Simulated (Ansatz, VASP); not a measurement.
**Ga2GeO2 in VASP and in Ansatz**

```
Ga Ge O
1.0
     3.50087    0.00000    0.00000
    -1.75044    3.03184    0.00000
     0.00000    0.00000    7.45381
Ga Ge O
2 1 2
Direct
  0.33333 0.66667 0.64424
  0.33333 0.66667 0.35576
  0.66667 0.33333 0.50000
  0.00000 0.00000 0.00000
  0.33333 0.66667 0.00000
```

Alike in both runs: task relaxation of cell and atoms; functional PBE; k mesh 6 × 6 × 4; occupations gaussian, width 0.1 eV; no spin polarisation.

|  | VASP | Ansatz |
| --- | --- | --- |
| version | VASP 6.6.1 | Ansatz 0.2.0 |
| potentials or method | VASP PAW PBE potentials, release 64 (Ga_d, Ge_d, O), cutoff 600 eV | scalar-relativistic, plane waves, PAW |
| valence electrons in the cell | 52 | 52 |

|  | VASP | Ansatz | Ansatz less VASP |
| --- | --- | --- | --- |
| gap on the k mesh at the Fermi level, each at its own relaxed structure (eV) | none | none | - |
| relaxed volume (Å³/atom) | 16.84 | 16.83 | -0.006 |
| relaxed length of the cell vector where the two differ most in proportion (Å) | 6.496 | 6.484 | -0.0119 |

A gap of «none» marks a metal or a gap that the smearing closes.
